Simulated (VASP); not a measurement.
# Nb: relaxation of cell and atoms with PBE

Nb:

```
Nb
1.0
     2.73000    0.00000    0.00000
     0.00000    2.73000    0.00000
     0.00000    0.00000    2.73000
Nb
1
Cartesian
  0.0000 0.0000 0.0000
```

```
Program                : VASP 6.6.1
Task                   : relaxation of cell and atoms
Functional             : PBE
Potentials or basis    : VASP PAW PBE potentials, release 64 (Nb_sv)
Cutoff                 : 600 eV
k mesh                 : 7 × 7 × 7
Occupations            : methfessel-paxton, width 0.1 eV
Spin                   : no spin polarisation
Dipole correction      : no
Further INCAR settings : ALGO = Normal; EDIFF = 1e-06; IBRION = 2; EDIFFG = -0.03; NSW = 60; ISIF = 3
```

```json
{"Relaxed volume": "20.09 Å³/atom", "Relaxed cell": "a = 2.718 Å, b = 2.718 Å, c = 2.718 Å, α = 90.00°, β = 90.00°, γ = 90.00°", "Space group after relaxing (to 0.05 Å)": "Pm-3m (No. 221)", "Energy gained by relaxing": "1.3 meV/atom", "Ionic steps": "3", "Pressure after relaxing": "0.0 GPa"}
```

Step by step:
```csv
step,energy change (eV),largest force (eV/Å),pressure (GPa),volume (Å³)
1,0.0000,0.0000,-1.58,20.35
2,0.0008,0.0000,2.11,19.76
3,-0.0013,0.0000,0.00,20.09
```

Final structure:
```cif
data_structure
_symmetry_space_group_name_H-M 'P 1'
_symmetry_Int_Tables_number 1
_cell_length_a 2.7183
_cell_length_b 2.7183
_cell_length_c 2.7183
_cell_angle_alpha 90.000
_cell_angle_beta 90.000
_cell_angle_gamma 90.000
_cell_volume 20.09
loop_
_atom_site_label
_atom_site_type_symbol
_atom_site_fract_x
_atom_site_fract_y
_atom_site_fract_z
_atom_site_occupancy
Nb1 Nb 0.00000 0.00000 0.00000 1
```

Levels at points of the mesh, in eV from the Fermi level:
```
           k point  band 5  band 6  band 7  band 8  band 9  band 10
(0.00, 0.00, 0.00)   -5.42   -2.59   -2.59    5.28    5.28     5.28
```

It took 12 s on 1 thread of Intel(R) Xeon(R) Platinum 8488C (Sapphire Rapids) (shared host), peak memory 0.13 GiB.
